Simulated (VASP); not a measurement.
Set up this calculation in VASP 6.6.1, as the native input.

```
Task                   : relaxation of cell and atoms
Functional             : PBE
Potentials or basis    : VASP PAW PBE potentials, release 64 (Al, P)
Cutoff                 : 600 eV
k mesh                 : 10 × 10 × 8
Occupations            : gaussian, width 0.1 eV
Spin                   : no spin polarisation
Dipole correction      : no
Further INCAR settings : ALGO = Normal; EDIFF = 1e-07; IBRION = 2; EDIFFG = -0.01; NSW = 100; ISIF = 3
```

The structure of Al3P2 lies in POSCAR:

```
Al3P2
1.0
    4.2562750741      0.0000000000      0.0000000000
    0.0000000000      4.2562750741      0.0000000000
    0.0000000000      0.0000000000      5.6704868019
Al P
3 2
Direct
    0.5000000000      0.0000000000      0.9886979634
    0.0000000000      0.5000000000      0.9886979634
    0.0000000000      0.0000000000      0.3268492573
    0.0000000000      0.0000000000      0.7517061438
    0.5000000000      0.5000000000      0.2140485923
```

The cell was built from a structure type or drawn by symmetry, and may not be a known phase.

The input as run:

INCAR

```
ALGO = Normal ; EDIFF = 1E-7
EDIFFG = -0.01 ; ENCUT = 600
GGA = PE ; IBRION = 2
ISIF = 3 ; ISMEAR = 0
LASPH = T ; LCHARG = F
LREAL = F ; LWAVE = F
NELM = 60 ; NSW = 100
PREC = Accurate ; SIGMA = 0.1
```

KPOINTS

```
k-points
0
Gamma
  10 10 8
```

Potentials or basis: VASP PAW PBE potentials, release 64 (Al, P).

Launch:

```console
$ cat potpaw_PBE.64/Al/POTCAR potpaw_PBE.64/P/POTCAR > POTCAR
$ mpirun -np 1 vasp_std > vasp.out
```

It gave:

```json
{
  "Relaxed volume": "20.52 Å³/atom",
  "Relaxed cell": "a = 4.255 Å, b = 4.255 Å, c = 5.667 Å, α = 90.00°, β = 90.00°, γ = 90.00°",
  "Space group after relaxing (to 0.1 Å)": "P4mm (No. 99)",
  "Energy gained by relaxing": "0.0 meV/atom",
  "Ionic steps": "2",
  "Pressure after relaxing": "0.0 GPa",
  "Largest force after relaxing": "0.004 eV/Å",
  "Band gap on the k mesh": "zero (an odd number of electrons rules out a gap without spin polarisation)"
}
```

It took 5.8 min on 1 thread of Intel Xeon 8259CL, on a shared host, peak memory 0.35 GiB.
